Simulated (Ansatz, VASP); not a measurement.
Two plane-wave programs on Re

Contents of INCAR:

```
PREC = Accurate
ENCUT = 600
EDIFF = 1E-7
ISMEAR = 0
SIGMA = 0.1
LREAL = False
LASPH = True
NELM = 80
ALGO = Normal
ISIF = 3
LWAVE = False
LCHARG = False
GGA = CA
IBRION = 2
NSW = 100
EDIFFG = -0.005
```

The input KPOINTS:

```
regular mesh
0
Gamma
  18 18 10
```

Contents of POSCAR:

```
Re
1.0
    2.7375470715      0.0000000000      0.0000000000
   -1.3687735357      2.3707853079      0.0000000000
    0.0000000000      0.0000000000      4.4148487768
Re
2
Direct
    0.3333333333      0.6666666667      0.2500000000
    0.6666666667      0.3333333333      0.7500000000
```

Input for Ansatz:

```yaml
crystal:
  lattice:
    - [2.7375470682, 0.0, 0.0]
    - [-1.3687735341, 2.3707853051, 0.0]
    - [0.0, 0.0, 4.414848791]
  atoms:
    - { symbol: Re, position: [0.3333333333, 0.6666666667, 0.25] }
    - { symbol: Re, position: [0.6666666667, 0.3333333333, 0.75] }
basis:
  ecutwfc: 420
kpoints:
  mp_grid: { grid: [18, 18, 10] }
hamiltonian:
  xc: lda
scf:
  occupations: { method: gaussian, width: 0.1 }
output:
  forces: true
  stress: true
  eigenvalues: true
  write_density: true
  write_potential: true
  elf: true
  volumetric_format: npy
relax:
  adjacent_minimum: "off"
  f_tol: 0.005
  max_steps: 80
  cell: { stress_tol: 0.05 }
```

Alike in both runs: task relaxation of cell and atoms; functional LDA; k mesh 18 × 18 × 10; occupations gaussian, width 0.1 eV; no spin polarisation.

```csv
,VASP,Ansatz
version,VASP 6.6.1,Ansatz 0.2.0
potentials or method,"VASP PAW LDA potentials, release 64 (Re), cutoff 600 eV","scalar-relativistic, plane waves, PAW"
valence electrons in the cell,14,30
```

```csv
,VASP,Ansatz,Ansatz less VASP
"gap on the k mesh at the Fermi level, each at its own relaxed structure (eV)",none,none,-
relaxed volume (Å³/atom),14.39,14.33,-0.058
relaxed cell length with the largest relative difference (Å),2.741,2.737,-0.0041
```

LDA's correlation is that of Perdew and Zunger in VASP and of Perdew and Wang (1992) in Ansatz. A gap of «none» marks a metal or a gap that the smearing closes. VASP's potentials hold 14 valence electrons a cell and Ansatz's 30, so a difference there can come from the potentials and not from the codes.

Neither program's run includes spin-orbit coupling.
